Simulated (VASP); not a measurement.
Crystal: ZnO (zincite).

```
Zn O
1.0
     3.18298    0.00000    0.00000
    -1.59149    2.75654    0.00000
     0.00000    0.00000    5.09944
Zn O
2 2
Direct
  0.66667 0.33333 0.00000
  0.33333 0.66667 0.50000
  0.33333 0.66667 0.87901
  0.66667 0.33333 0.37901
```

Base run:

| Quantity | Value |
| --- | --- |
| Program | VASP 6.6.1 |
| Functional | LDA |
| Potentials or basis | VASP PAW LDA potentials, release 64 (Zn, O) |
| Cutoff | 520 eV |
| k mesh | 9 × 9 × 5 |
| Occupations | fermi-dirac, width 0.05 eV |
| Spin | no spin polarisation |

Its results: band gap on the k mesh 0.84 eV, direct; pressure 3.5 GPa; largest force 0.078 eV/Å.

Task: The run is repeated on the same cell with these changes: functional from LDA to PBE exchange alone; potentials or basis from VASP PAW LDA potentials, release 64 (Zn, O) to VASP PAW PBE potentials, release 64 (Zn, O). What comes out?

Result: Band gap on the k mesh 1.02 eV, direct; pressure 34.5 GPa; largest force 0.107 eV/Å.

